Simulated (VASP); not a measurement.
# Al2O3 (R-3c) in VASP: settings compared, part 2 of 2

VASP 6.6.1. Earlier steps stand in the parts before.

## 6. Single point, PBE

This run uses another cell than the first one, of 8.76 Å³/atom.

INCAR reads:

```
PREC = Accurate
ENCUT = 520
EDIFF = 1E-6
ISMEAR = -1
SIGMA = 0.02
LREAL = False
LASPH = True
NELM = 80
ALGO = Normal
ISIF = 2
LWAVE = False
LCHARG = False
GGA = PE
NBANDS = 35
```

KPOINTS reads:

```
regular mesh
0
Gamma
  6 6 6
```

POSCAR reads:

```
Al2O3
1.0
    2.4043547065      1.3881548370      4.3744984015
   -2.4043547065      1.3881548370      4.3744984015
    0.0000000000     -2.7763096741      4.3744984015
Al O
4 6
Direct
    0.3521453522      0.3521453522      0.3521453522
    0.1478546478      0.1478546478      0.1478546478
    0.6478546478      0.6478546478      0.6478546478
    0.8521453522      0.8521453522      0.8521453522
    0.5561715154      0.9438284846      0.2500000000
    0.2500000000      0.5561715154      0.9438284846
    0.9438284846      0.2500000000      0.5561715154
    0.4438284846      0.0561715154      0.7500000000
    0.7500000000      0.4438284846      0.0561715154
    0.0561715154      0.7500000000      0.4438284846
```

Potentials or basis: VASP PAW PBE potentials, release 64 (Al, O).

On the command line:

```console
cat potpaw_PBE.64/Al/POTCAR potpaw_PBE.64/O/POTCAR > POTCAR
mpirun -np 1 vasp_std > vasp.out
```

OUTCAR:

```text
PREC = Accurate
   ENCUT = 520
   EDIFF = 1E-6
   ISMEAR = -1
   LREAL = False
   LASPH = True
   NELM = 80
   ISIF = 2
   GGA = PE

 ion  position               nearest neighbor table
   1  0.352  0.352  0.352-  10 1.87   9 1.87   8 1.87   7 1.99   5 1.99   6 1.99   2 2.68   3 2.82
                             3 2.82   3 2.82   2 3.25   2 3.25   2 3.25
   2  0.148  0.148  0.148-   9 1.87  10 1.87   8 1.87   6 1.99   5 1.99   7 1.99   1 2.68   4 2.82
                             4 2.82   4 2.82   1 3.25   1 3.25   1 3.25
   3  0.648  0.648  0.648-   7 1.87   6 1.87   5 1.87  10 1.99   8 1.99   9 1.99   4 2.68   1 2.82
                             1 2.82   1 2.82   4 3.25   4 3.25   4 3.25
   4  0.852  0.852  0.852-   6 1.87   7 1.87   5 1.87   9 1.99   8 1.99  10 1.99   3 2.68   2 2.82
                             2 2.82   2 2.82   3 3.25   3 3.25   3 3.25
   5  0.556  0.944  0.250-   3 1.87   4 1.87   1 1.99   2 1.99
   6  0.250  0.556  0.944-   4 1.87   3 1.87   2 1.99   1 1.99
   7  0.944  0.250  0.556-   3 1.87   4 1.87   1 1.99   2 1.99
   8  0.444  0.056  0.750-   1 1.87   2 1.87   3 1.99   4 1.99
   9  0.750  0.444  0.056-   2 1.87   1 1.87   4 1.99   3 1.99
  10  0.056  0.750  0.444-   1 1.87   2 1.87   3 1.99   4 1.99

  LATTYP: Found a trigonal (rhomboedric) cell.
 ALAT       =     5.1811322769
 COS(alpha) =     0.5692971838

  Lattice vectors:

 A1 = (   2.4043547065,   1.3881548370,   4.3744984015)
 A2 = (  -2.4043547065,   1.3881548370,   4.3744984015)
 A3 = (   0.0000000000,  -2.7763096741,   4.3744984015)

Analysis of symmetry for initial positions (statically):
=====================================================================
 Subroutine PRICEL returns:
 Original cell was already a primitive cell.

 Routine SETGRP: Setting up the symmetry group for a
 trigonal (rhombohedral) supercell.

 Subroutine GETGRP returns: Found 12 space group operations
 (whereof  6 operations were pure point group operations)
 out of a pool of 12 trial point group operations.

The static configuration has the point symmetry S_6 .
 The point group associated with its full space group is D_3d.

Analysis of symmetry for dynamics (positions and initial velocities):
=====================================================================
 Subroutine PRICEL returns:
 Original cell was already a primitive cell.

 Routine SETGRP: Setting up the symmetry group for a
 trigonal (rhombohedral) supercell.

 Subroutine GETGRP returns: Found 12 space group operations
 (whereof  6 operations were pure point group operations)
 out of a pool of 12 trial point group operations.

The dynamic configuration has the point symmetry S_6 .
 The point group associated with its full space group is D_3d.

 Subroutine INISYM returns: Found 12 space group operations
 (whereof  6 operations are pure point group operations),
 and found     1 'primitive' translations

----------------------------------------------------------------------------------------

                                     Primitive cell

  volume of cell :      87.6024

  direct lattice vectors                    reciprocal lattice vectors
     2.404354706  1.388154837  4.374498402     0.207956005  0.120063456  0.076199213
    -2.404354706  1.388154837  4.374498402    -0.207956005  0.120063456  0.076199213
     0.000000000 -2.776309674  4.374498402     0.000000000 -0.240126911  0.076199213

  length of vectors
     5.181132277  5.181132277  5.181132277     0.251927080  0.251927080  0.251927080

[... 82 lines left out ...]
   dimension x,y,z NGXF=    80 NGYF=   80 NGZF=   80
   ions per type =               4   6
   NGX,Y,Z   is equivalent  to a cutoff of  12.83, 12.83, 12.83 a.u.
   NGXF,Y,Z  is equivalent  to a cutoff of  25.67, 25.67, 25.67 a.u.
 SYSTEM =  unknown system
   PREC   = accura    normal or accurate (medium, high low for compatibility)
   ISTART =      0    job   : 0-new  1-cont  2-samecut
   ICHARG =      2    charge: 1-file 2-atom 10-const
   ISPIN  =      1    spin polarized calculation?
   LNONCOLLINEAR =      F non collinear calculations
   LSORBIT =      F    spin-orbit coupling
   LASPH  =      T    aspherical Exc in radial PAW
   ENCUT  =  520.0 eV  38.22 Ry    6.18 a.u.   9.63  9.63  9.63*2*pi/ulx,y,z
   NELM   =     80;   NELMIN=  2; NELMDL= -5     # of ELM steps
   EDIFF  = 0.1E-05   stopping-criterion for ELM
   LREAL  =      F    real-space projection
   EDIFFG = 0.1E-04   stopping-criterion for IOM
   NSW    =      0    number of steps for IOM
   IBRION =     -1    ionic relax: 0-MD 1-quasi-New 2-CG
   NFREE  =      0    steps in history (QN), initial steepest desc. (CG)
   ISIF   =      2    stress and relaxation
   ISYM   =      2    0-nonsym 1-usesym 2-fastsym
   POTIM  = 0.5000    time-step for ionic-motion
   TEBEG  =    0.0;   TEEND  =   0.0 temperature during run
   PSTRESS=    0.0 pullay stress
   NELECT =      48.0000    total number of electrons
   NUPDOWN=      -1.0000    fix difference up-down
   EMIN   =  10.00;   EMAX   =-10.00  energy-range for DOS
   EFERMI =   0.00;   METHOD = LEGACY
   ISMEAR =    -1;   SIGMA  =   0.02  broadening in eV -4-tet -1-fermi 0-gaus
   EFERMI_NEDOS =   21; number of points for ismear=-14 and -15
   IALGO  =     38    algorithm
   IMIX   =      4    mixing-type and parameters
     AMIX     =   0.40;   BMIX     =  1.00
     AMIX_MAG =   1.60;   BMIX_MAG =  1.00
  volume/ion in A,a.u.               =       8.76        59.12
  Fermi-wavevector in a.u.,A,eV,Ry     =   1.339625  2.531524 24.416951  1.794595
  Thomas-Fermi vector in A             =   2.468002
   LORBIT       =      0    0 simple, 1 ext, 2 COOP (PROOUT), +10 PAW based schemes
   GGA     = PE    functional components
   LHFCALC =     F    Hartree Fock is set to
   AEXX    =    0.0000 exact exchange contribution
   IVDW    =     0    specifies the selected vdW correction
   LEPSILON=     F    determine dielectric tensor
   LRPA    =     F    only Hartree local field effects (RPA)
 non-spin polarized calculation
  energy-cutoff  :      520.00
  volume of cell :       87.60
 maximum number of plane-waves:      2371
 NGX is ok and might be reduce to    40
   NGX = 19   NGY = 19   NGZ = 19

 number of electron      48.0000008 magnetization

 Free energy of the ion-electron system (eV)
  ---------------------------------------------------
  ext. energy  EPLUGINS =         0.00000000
  ---------------------------------------------------
  free energy    TOTEN  =       -74.81221780 eV

  energy without entropy =      -74.81221780  energy(sigma->0) =      -74.81221780

 E-fermi :   6.2805     XC(G=0): -11.5381

 val. band max:        5.7998915437   @ k =   0.0000   0.0000   0.0000
 cond. band min:      11.6469803800   @ k =   0.0000   0.0000   0.0000
 fundamental gap:      5.8470888362
 Fermi energy:         6.2804619402

 k-point     1 :       0.0000    0.0000    0.0000
  band No.  band energies     occupation
      1     -13.2135      2.00000
      2     -10.9929      2.00000
      3     -10.7300      2.00000
      4     -10.7300      2.00000
      5     -10.4234      2.00000
      6     -10.4234      2.00000
[... 901 lines left out ...]
     34      19.0022      0.00000
     35      19.1075      0.00000

 [... further k-points ...]

------------------------ aborting loop because EDIFF is reached ----------------------------------------

  FORCE on cell =-STRESS in cart. coord.  units (eV):
  Direction    XX          YY          ZZ          XY          YZ          ZX
  --------------------------------------------------------------------------------------
  -------------------------------------------------------------------------------------
  Total       -0.0701481     -0.0701481     -0.0877673     -0.0000000      0.0000000     -0.0000000
  in kB       -1.2829523     -1.2829523     -1.6051939     -0.0000000      0.0000000     -0.0000000
  external PRESSURE =      -1.3903662 kB  Pullay stress =       0.0000000 kB

 VOLUME and BASIS-vectors are now :
 -----------------------------------------------------------------------------
  energy-cutoff  :      520.00
  volume of cell :       87.60
      direct lattice vectors                 reciprocal lattice vectors
     2.404354706  1.388154837  4.374498402     0.207956005  0.120063456  0.076199213
    -2.404354706  1.388154837  4.374498402    -0.207956005  0.120063456  0.076199213
     0.000000000 -2.776309674  4.374498402     0.000000000 -0.240126911  0.076199213

 POSITION                                       TOTAL-FORCE (eV/Angst)
 -----------------------------------------------------------------------------------
      0.00000     -0.00000      4.62138         0.000000     -0.000000      0.004284
      0.00000     -0.00000      1.94037         0.000000      0.000000     -0.004284
      0.00000     -0.00000      8.50212         0.000000      0.000000     -0.004284
      0.00000     -0.00000     11.18313         0.000000     -0.000000      0.004284
     -0.93206      1.38815      7.65537        -0.000098      0.000000      0.000000
     -0.73614     -1.50127      7.65537         0.000049     -0.000085      0.000000
      1.66821      0.11311      7.65537         0.000049      0.000085      0.000000
      0.93206     -1.38815      5.46812         0.000098      0.000000      0.000000
      0.73614      1.50127      5.46812        -0.000049      0.000085      0.000000
     -1.66821     -0.11311      5.46812        -0.000049     -0.000085      0.000000
 -----------------------------------------------------------------------------------
    total drift:                                0.000000     -0.000000      0.000000

  FREE ENERGIE OF THE ION-ELECTRON SYSTEM (eV)
  ---------------------------------------------------
  free  energy   TOTEN  =       -74.8122178035 eV

  energy  without entropy=      -74.8122178035  energy(sigma->0) =      -74.81221780
```

It took 62 s on 1 thread of Intel Xeon 6975P-C (Granite Rapids), shared host; peak memory 0.26 GiB.

Results:

```
Free energy            : -74.8122 eV
Pressure               : -0.1 GPa
Largest force          : 0.004 eV/Å
Band gap on the k mesh : 5.85 eV
```

Forces on the atoms (eV/Å):
```
Al   0.000  0.000  0.004
Al   0.000  0.000 -0.004
Al   0.000  0.000 -0.004
Al   0.000  0.000  0.004
O    0.000  0.000  0.000
O    0.000  0.000  0.000
O    0.000  0.000  0.000
O    0.000  0.000  0.000
O    0.000  0.000  0.000
O    0.000  0.000  0.000
```

## 7. The runs side by side

| level | potentials or basis | cell | smearing | gap on the mesh (eV) | pressure (GPa) | largest force (eV/Å) |
| --- | --- | --- | --- | --- | --- | --- |
| LDA | VASP PAW LDA potentials, release 64 (Al, O) | a = 5.091 Å, angles 55.3°, 10 atoms | fermi-dirac 0.02 eV | 6.44 | 0.9 | 0.01 |
| PBE | VASP PAW PBE potentials, release 64 (Al, O) | a = 5.130 Å, angles 55.3°, 10 atoms | fermi-dirac 0.02 eV | 6.24 | 7.4 | 0.03 |
| LDA | VASP PAW LDA potentials, release 64 (Al, O) | a = 5.130 Å, angles 55.3°, 10 atoms | gaussian 0.01 eV | 6.19 | -4.4 | 0.08 |
| PBEsol | VASP PAW PBE potentials, release 64 (Al, O) | a = 5.140 Å, angles 55.3°, 10 atoms | fermi-dirac 0.02 eV | 6.04 | 0.1 | - |
| PBE | VASP PAW PBE potentials, release 64 (Al, O) | a = 5.181 Å, angles 55.3°, 10 atoms | fermi-dirac 0.02 eV | 5.85 | -0.1 | - |

Alike in all rows: task single point; no spin polarisation; k mesh 6 × 6 × 6; cutoff (eV) 520.

Caveats: the cell stands under pressure (at least some runs); the cell stands under tension (at least some runs); the PAW data sets were made with another functional, which shifts forces and pressure a little (at least some runs).

Absolute energies hang on the potentials; compare differences alone.

## 8. How close it comes

Step 2. Against the measured gap of Al2O3, 8.7 eV (optical; quoted in “Multi-petahertz electron interference in Cr:Al2O3 solid-state material”, 2018, pmc:5906618), the calculated 6.44 eV is off by -2.26 eV. The value is that of LDA on a finite k mesh, which can miss the band edges, without temperature or zero-point motion. Semilocal functionals fall short of measured gaps as a rule.

Step 5. Against the measured gap of Al2O3, 8.7 eV (optical; quoted in “Multi-petahertz electron interference in Cr:Al2O3 solid-state material”, 2018, pmc:5906618), the calculated 6.04 eV is off by -2.66 eV. The value is that of PBEsol on a finite k mesh, which can miss the band edges, without temperature or zero-point motion. Semilocal functionals fall short of measured gaps as a rule.

Step 6. Against the measured gap of Al2O3, 8.7 eV (optical; quoted in “Multi-petahertz electron interference in Cr:Al2O3 solid-state material”, 2018, pmc:5906618), the calculated 5.85 eV is off by -2.85 eV. The value is that of PBE, without temperature or zero-point motion. Semilocal functionals fall short of measured gaps as a rule.
